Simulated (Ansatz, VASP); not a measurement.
# Tl: VASP beside Ansatz

INCAR

```
ALGO = Normal
EDIFF = 1E-7
ENCUT = 520
GGA = PE
ISIF = 2
ISMEAR = 0
LASPH = True
LCHARG = True
LELF = True
LREAL = False
LVHAR = True
LWAVE = False
NBANDS = 12
NELM = 100
PREC = Accurate
SIGMA = 0.1
```

The input KPOINTS:

```
k-points
0
Gamma
  6 6 6
```

The input POSCAR:

```
Tl
1.0
   -2.1133298711      2.1133298711      1.9747377322
    2.1133298711     -2.1133298711      1.9747377322
    2.1133298711      2.1133298711     -1.9747377322
Tl
1
Direct
    0.0000000000      0.0000000000      0.0000000000
```

Input for Ansatz:

```yaml
crystal:
  lattice:
    - [-2.1133298711, 2.1133298711, 1.9747377322]
    - [2.1133298711, -2.1133298711, 1.9747377322]
    - [2.1133298711, 2.1133298711, -1.9747377322]
  atoms:
    - { symbol: Tl, position: [0.0, 0.0, 0.0] }
basis:
  ecutwfc: 420
kpoints:
  mp_grid: { grid: [6, 6, 6] }
hamiltonian:
  xc: pbe
scf:
  occupations: { method: gaussian, width: 0.1 }
output:
  forces: true
  stress: true
  eigenvalues: true
```

Alike in both runs: task single point; functional PBE; k mesh 6 × 6 × 6; occupations gaussian, width 0.1 eV; no spin polarisation.

|  | VASP | Ansatz |
| --- | --- | --- |
| version | VASP 6.6.1 | Ansatz 0.2.0 |
| potentials or method | VASP PAW PBE potentials, release 64 (Tl_d), cutoff 520 eV | scalar-relativistic, plane waves, PAW |
| valence electrons in the cell | 13 | 13 |

|  | VASP | Ansatz | Ansatz less VASP |
| --- | --- | --- | --- |
| gap on the k mesh at the Fermi level (eV) | none | none | - |
| pressure (GPa) | -2.3 | -2.3 | +0.05 |
| traceless stress, the component that is largest in VASP (GPa) | -0.06 | -0.06 | -0.001 |

A gap of «none» marks a metal or a gap that the smearing closes. The functional is the same, so the differences come from potentials, cutoffs and numerics.

The k mesh is coarse, so the values compare programs but aren't converged. Spin-orbit coupling is off throughout.
